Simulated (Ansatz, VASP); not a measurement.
TiN in VASP and in Ansatz

```xyz
2
Lattice="0.0000 2.1190 2.1190 2.1190 0.0000 2.1190 2.1190 2.1190 0.0000" Properties=species:S:1:pos:R:3 pbc="T T T"
Ti    0.0000    0.0000    0.0000
N     2.1190    2.1190    2.1190
```

Alike in both runs: task single point; functional PBEsol; k mesh 11 × 11 × 11; no spin polarisation.

```csv
,VASP,Ansatz
version,VASP 6.6.1,Ansatz 0.2.0
potentials or method,"VASP PAW PBE potentials, release 64 (Ti_sv, N)","plane waves, PAW"
plane-wave cutoff (eV),600,420
occupations,"methfessel-paxton of order 1, width 0.1 eV","cold, width 0.1 eV"
valence electrons in the cell,17,17
```

Ansatz gave:

```
pressure (GPa) : -6.8
```

Question: Estimate VASP's values.

Answer: Pressure (GPa): -6.5.

VASP's potentials were made for PBE, not for PBEsol.
